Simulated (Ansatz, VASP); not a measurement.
# W: VASP beside Ansatz

INCAR

```
PREC = Accurate
ENCUT = 520
EDIFF = 1E-6
ISMEAR = -1
SIGMA = 0.05
LREAL = F
LASPH = T
NELM = 80
ALGO = Normal
ISIF = 2
LWAVE = F
LCHARG = F
GGA = PS
NBANDS = 13
```

KPOINTS

```
Automatic mesh
0
Gamma
  14 14 14
```

POSCAR

```
W
1.0
    0.0000000000      2.0163754284      2.0163754284
    2.0163754284      0.0000000000      2.0163754284
    2.0163754284      2.0163754284      0.0000000000
W
1
Direct
    0.0000000000      0.0000000000      0.0000000000
```

Input for Ansatz:

```yaml
crystal:
  lattice:
    - [0.0, 2.0163754284, 2.0163754284]
    - [2.0163754284, 0.0, 2.0163754284]
    - [2.0163754284, 2.0163754284, 0.0]
  atoms:
    - { symbol: W, position: [0.0, 0.0, 0.0] }
kpoints:
  mp_grid: { grid: [14, 14, 14] }
  band_path:
    path:
      - [0.0, 0.0, 0.0]
      - [0.5, 0.0, 0.5]
      - [0.625, 0.25, 0.625]
      - [0.375, 0.375, 0.75]
      - [0.0, 0.0, 0.0]
      - [0.5, 0.5, 0.5]
      - [0.5, 0.25, 0.75]
      - [0.5, 0.0, 0.5]
    npoints: 5
scf:
  occupations: { method: fermi_dirac, width: 0.05 }
hamiltonian:
  xc: pbesol
  pseudopotentials: { kind: all_electron, lapw: { basis_error: 0.001 } }
output:
  forces: true
  stress: true
  eigenvalues: true
```

Change from the starting cell: volume scaled by 0.98.

Alike in both runs: task single point; functional PBEsol; k mesh 14 × 14 × 14; occupations fermi-dirac, width 0.05 eV; no spin polarisation.

|  | VASP | Ansatz |
| --- | --- | --- |
| version | VASP 6.6.1 | Ansatz 0.2.0 |
| potentials or method | VASP PAW PBE potentials, release 64 (W_sv), cutoff 520 eV | all-electron LAPW, scalar-relativistic |

|  | VASP | Ansatz | Ansatz less VASP |
| --- | --- | --- | --- |
| pressure (GPa) | -6.8 | -7.3 | -0.45 |

VASP's potentials were made for PBE, not for PBEsol. Ansatz ran all-electron here, and VASP with PAW potentials.

Spin-orbit coupling is off throughout.
